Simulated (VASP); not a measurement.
Crystal: B.

```
B
1.0
    -2.37588    2.37588    2.37588
     2.37588   -2.37588    2.37588
     2.37588    2.37588   -2.37588
B
6
Direct
  0.50000 0.75000 0.25000
  0.75000 0.25000 0.50000
  0.75000 0.50000 0.25000
  0.50000 0.25000 0.75000
  0.25000 0.75000 0.50000
  0.25000 0.50000 0.75000
```

```yaml
Program: VASP 6.6.1
Task: relaxation of cell and atoms
Functional: PBE
Potentials_or_basis: VASP PAW PBE potentials, release 64 (B)
Cutoff: 600 eV
k_mesh: 6 × 6 × 6
Occupations: gaussian, width 0.1 eV
Spin: no spin polarisation
```

At the start: pressure 19.9 GPa; volume 8.94 Å³/atom.

**Question.** How do energy, volume and symmetry change on relaxing?

**Answer.** Over 3 steps the energy falls by 63.0 meV/atom and the volume is 10.04 Å³/atom (+12.3 %); space group Im-3m (No. 229, to 0.05 Å).

The path:
```
step  energy change (eV)  largest force (eV/Å)  pressure (GPa)  volume (Å³)
   1              0.0000                0.0000           19.89        53.65
   2             -0.3357                0.0000           -5.28        62.73
   3             -0.3777                0.0000            0.05        60.24
```

Final structure:
```
B
1.0
    -2.46944    2.46944    2.46944
     2.46944   -2.46944    2.46944
     2.46944    2.46944   -2.46944
B
6
Cartesian
  1.2347 0.0000 2.4694
  0.0000 2.4694 1.2347
  0.0000 1.2347 2.4694
  1.2347 2.4694 0.0000
  2.4694 0.0000 1.2347
  2.4694 1.2347 0.0000
```
